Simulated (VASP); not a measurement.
Runs of VASP 6.6.1 on ScAl2. The structure is that of space group Fd-3m (No. 227), or close to it. The cells are those of the table. 

```csv
task,cell,k mesh,cutoff (eV),smearing,gap on the mesh (eV),pressure (GPa)
single point,"a = 5.251 Å, angles 60.0°, 6 atoms",8 × 8 × 8,520,gaussian 0.1 eV,none,(b)
relaxation of cell and atoms,"relaxed to 50 GPa from a = 4.870 Å, angles 60.0°, 6 atoms",10 × 10 × 10,600,gaussian 0.1 eV,none,50.0
single point,"a = 5.322 Å, angles 60.0°, 6 atoms",12 × 12 × 12,520,gaussian 0.15 eV,none,0.1
single point,"a = 4.619 Å, angles 60.0°, 6 atoms",10 × 10 × 10,520,gaussian 0.1 eV,none,90.9
relaxation of cell and atoms,"relaxed to 25 GPa from a = 5.003 Å, angles 60.0°, 6 atoms",10 × 10 × 10,600,gaussian 0.1 eV,none,25.0
single point,"a = 5.138 Å, angles 60.0°, 6 atoms",8 × 8 × 8,520,gaussian 0.1 eV,none,12.2
single point,"a = 4.816 Å, angles 60.0°, 6 atoms",10 × 10 × 10,520,gaussian 0.1 eV,none,50.5
single point,"a = 5.001 Å, angles 60.0°, 6 atoms",10 × 10 × 10,520,gaussian 0.1 eV,none,(a)
```

Alike in all rows: level PBEsol; potentials or basis VASP PAW PBE potentials, release 64 (Sc_sv, Al); no spin polarisation.

Problem. Fill in the values left out.

Solution. (a) 25.2; (b) 4.2.

Caveats: the PAW data sets were made with another functional, which shifts forces and pressure a little; the cell stands under pressure (at least some runs); the cell is relaxed towards a set pressure, so the run minimises the enthalpy, not the energy (at least some runs).

A gap of «none» marks levels without a gap at the run's occupations.
